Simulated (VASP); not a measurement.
Input of a VASP 6.6.1 run:

The input INCAR:

```
ALGO = Normal
DIPOL = 0.5 0.5 0.473
EDIFF = 1E-7
ENCUT = 520
GGA = PE
IDIPOL = 3
ISIF = 2
ISMEAR = 0
IVDW = 12
LASPH = True
LCHARG = True
LDIPOL = True
LELF = True
LREAL = Auto
LVACPOTAV = True
LVHAR = True
LWAVE = False
NBANDS = 43
NELM = 60
PREC = Accurate
SIGMA = 0.1
```

Contents of KPOINTS:

```
k-points
0
Gamma
  4 4 1
```

The input POSCAR:

```
Al16BH3
1.0
    5.6324246428      0.0000000000      0.0000000000
    0.0000000000      5.6324246428      0.0000000000
    0.0000000000      0.0000000000     25.3774884892
Al B H
16 1 3
Direct
    0.2500000000      0.2500000000      0.3152400208
    0.2500000000      0.7500000000      0.3152400208
    0.7500000000      0.2500000000      0.3152400208
    0.7500000000      0.7500000000      0.3152400208
    0.5000000000      0.5000000000      0.3937096783
    0.5000000000      0.0000000000      0.3937096783
    0.0000000000      0.5000000000      0.3937096783
    0.0000000000      0.0000000000      0.3937096783
    0.7404178949      0.7402147559      0.4683720493
    0.7527996656      0.2347646383      0.4737180357
    0.2350629869      0.7528680892      0.4737473569
    0.2506523414      0.2505067067      0.4657943083
    0.0817379632      0.0810296530      0.5577207824
   -0.0444547183      0.5688997397      0.5570062896
    0.5704087138     -0.0449102526      0.5570526311
    0.4526819243      0.4519804512      0.5516679153
   -0.1236965086     -0.1237028442      0.6174340561
   -0.0711378944     -0.3204765565      0.6350306632
   -0.3193286764     -0.0713062619      0.6355648304
    0.0192692296      0.0173080096      0.6367834370
```

Potentials or basis: VASP PAW PBE potentials, release 64 (Al, B, H).

Launch:

```console
$ cat potpaw_PBE.64/Al/POTCAR potpaw_PBE.64/B/POTCAR potpaw_PBE.64/H/POTCAR > POTCAR
$ mpirun -np 1 vasp_std > vasp.out
```

(1) Predict the band gap on the k mesh.

(2) What does it give for the largest force?

(3) Predict the dispersion energy per atom.

Results:

(1) zero (bands 27 and 28 overlap by 0.51 eV).

(2) 0.218 eV/Å.

(3) -0.214 eV.
